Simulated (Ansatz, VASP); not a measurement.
## Two plane-wave programs on LiF

```xyz
4
Lattice="3.1427 0.0000 0.0000 -1.5714 2.7217 0.0000 0.0000 0.0000 4.8496" Properties=species:S:1:pos:R:3 pbc="T T T"
Li    0.0000    1.8145    1.6007
Li    1.5714    0.9072    4.0255
F     0.0000    1.8145    4.8201
F     1.5714    0.9072    2.3953
```

Alike in both runs: task single point; functional PBE; k mesh 9 × 9 × 6; occupations gaussian, width 0.05 eV; no spin polarisation.

|  | VASP | Ansatz |
| --- | --- | --- |
| version | VASP 6.6.1 | Ansatz 0.2.0 |
| potentials or method | VASP PAW PBE potentials, release 64 (Li_sv, F), cutoff 520 eV | scalar-relativistic, plane waves, PAW |
| valence electrons in the cell | 20 | 20 |

```tsv
	VASP	Ansatz	Ansatz less VASP
gap on the k mesh at the Fermi level (eV)	7.57	7.58	+0.013
least direct gap on the mesh (eV)	7.57	7.58	+0.013
rms of the force components (eV/Å)	1.007	0.950	-0.0571
```

Atom by atom the forces differ by 0.057 eV/Å (rms over components). The functional is the same, so the differences come from potentials, cutoffs and numerics.

Noted on VASP's run: the cutoff is short for stress, so the pressure is rough.
